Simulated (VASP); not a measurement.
Here is a VASP 6.6.1 calculation.

File POSCAR:

```
WC
1.0
    0.0000000000      2.2072055093      2.2072055093
    2.2072055093      0.0000000000      2.2072055093
    2.2072055093      2.2072055093      0.0000000000
W C
1 1
Direct
    0.0000000000      0.0000000000      0.0000000000
    0.5000000000      0.5000000000      0.5000000000
```

Contents of INCAR.step1:

```
PREC     = Accurate       # precision mode
ENCUT    = 1430           # plane-wave cutoff, eV
ISMEAR   = -1             # smearing method
SIGMA    = 0.1            # smearing width, eV
LREAL    = False          # projectors in reciprocal space
LASPH    = True           # aspherical terms in the spheres
NELM     = 120            # most SCF steps
NBANDS   = 16             # bands
GGA      = PE             # functional
ALGO     = Normal         # electronic algorithm
EDIFF    = 1E-5           # SCF threshold, eV
LWAVE    = True           # write WAVECAR
LCHARG   = False          # write CHGCAR
GGA_COMPAT= False
```

Contents of INCAR.step2:

```
PREC     = Accurate       # precision mode
ENCUT    = 1430           # plane-wave cutoff, eV
EDIFF    = 1E-6           # SCF threshold, eV
ISMEAR   = -1             # smearing method
SIGMA    = 0.1            # smearing width, eV
LREAL    = False          # projectors in reciprocal space
LASPH    = True           # aspherical terms in the spheres
NELM     = 120            # most SCF steps
ALGO     = Normal         # electronic algorithm
ISIF     = 2              # what is computed and relaxed
LWAVE    = False          # write WAVECAR
LCHARG   = True           # write CHGCAR
METAGGA  = R2SCAN         # meta-GGA
LMIXTAU  = True         
LELF     = True           # ELF
LVHAR    = True         
NBANDS   = 16             # bands
ISTART   = 1            
GGA_COMPAT= False
```

File KPOINTS:

```
Automatic mesh
0
Gamma
  11 11 11
```

Potentials or basis: VASP PAW PBE potentials, release 64 (W_sv, C_h).

Launch:

```sh
$ cat potpaw_PBE.64/W_sv/POTCAR potpaw_PBE.64/C_h/POTCAR > POTCAR
$ cp INCAR.step1 INCAR
$ mpirun -np 1 vasp_std > vasp.out
$ cp INCAR.step2 INCAR
$ mpirun -np 1 vasp_std > vasp.out
```

(1) What does it give for the pressure?

(2) Estimate the band gap on the k mesh.

Answers

(1) -10.4 GPa.

(2) zero (bands 9 and 10 overlap by 3.11 eV).

Caveat: the cell stands under tension; the PAW data sets were made with another functional, which shifts forces and pressure a little; spin-orbit coupling is left out, which moves the levels of the heavy elements.
